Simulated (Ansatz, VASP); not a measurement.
**One calculation of CsCu, two programs**

```
CELL_PARAMETERS angstrom
4.89791 0.00000 0.00000
-2.44895 4.24171 0.00000
0.00000 0.00000 6.46372
ATOMIC_POSITIONS crystal
Cs 0.33333 0.66667 0.50000
Cu 0.00000 0.00000 0.00000
```

Alike in both runs: task single point; functional PBE; k mesh 6 × 6 × 4; occupations gaussian, width 0.1 eV; no spin polarisation.

|  | VASP | Ansatz |
| --- | --- | --- |
| version | VASP 6.6.1 | Ansatz 0.2.0 |
| potentials or method | VASP PAW PBE potentials, release 64 (Cs_sv, Cu), cutoff 520 eV | scalar-relativistic, plane waves, PAW |
| valence electrons in the cell | 20 | 28 |

Ansatz gave:

```
gap on the k mesh at the Fermi level (eV)                     : none
pressure (GPa)                                                : -1.2
traceless stress, the component that is largest in VASP (GPa) : -2.58
```

Problem. Estimate VASP's values.

Solution. gap on the k mesh at the Fermi level (eV): none; pressure (GPa): -1.2; traceless stress, the component that is largest in VASP (GPa): -2.57.

A gap of «none» marks a metal or a gap that the smearing closes. VASP's potentials hold 20 valence electrons a cell and Ansatz's 28, so a difference there can come from the potentials and not from the codes.

Spin-orbit coupling is off throughout.
